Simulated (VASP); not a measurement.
Write the native input for VASP 6.6.1 that does the following.

- Task: single point
- Functional: PBE
- Dispersion: D3(BJ)
- Potentials or basis: VASP PAW PBE potentials, release 64 (Ge_d, Sb, Te)
- Cutoff: 520 eV
- k mesh: 8 × 8 × 8
- Occupations: gaussian, width 0.1 eV
- Spin: no spin polarisation
- Dipole correction: no
- Further INCAR settings: ALGO = Normal; EDIFF = 1e-06; NBANDS = 33

The structure of GeSb2Te4 lies in POSCAR:

```
GeSb2Te4
1.0
   -3.0135590046      3.0135590046      5.9359295618
    3.0135590046     -3.0135590046      5.9359295618
    3.0135590046      3.0135590046     -5.9359295618
Ge Sb Te
1 2 4
Direct
    0.0000000000      0.0000000000      0.0000000000
    0.5000000000      0.5000000000      0.0000000000
    0.2500000000      0.7500000000      0.5000000000
    0.5091253531      0.0091253531      0.5000000000
    0.2452631158      0.2452631158      0.0000000000
    0.9908746469      0.4908746469      0.5000000000
    0.7547368842      0.7547368842      0.0000000000
```

One way to write it, as run:

INCAR

```
ALGO = Normal ; EDIFF = 1E-6
ENCUT = 520 ; GGA = PE
ISIF = 2 ; ISMEAR = 0
IVDW = 12 ; LASPH = T
LCHARG = F ; LREAL = F
LWAVE = F ; NBANDS = 33
NELM = 60 ; PREC = Accurate
SIGMA = 0.1
```

KPOINTS

```
k-points
0
Gamma
  8 8 8
```

Potentials or basis: VASP PAW PBE potentials, release 64 (Ge_d, Sb, Te).

Run with:

```console
$ cat potpaw_PBE.64/Ge_d/POTCAR potpaw_PBE.64/Sb/POTCAR potpaw_PBE.64/Te/POTCAR > POTCAR
$ mpirun -np 1 vasp_std > vasp.out
```

It gave:

```json
{"Pressure": "0.0 GPa", "Band gap on the k mesh": "zero (bands 24 and 25 overlap by 0.16 eV)", "Dispersion energy per atom": "-0.427 eV"}
```

Caveat: spin-orbit coupling is left out, which moves the levels of the heavy elements.

Run time: 15 min on 1 thread of Intel Xeon 8259CL (shared host), peak memory 0.65 GiB.
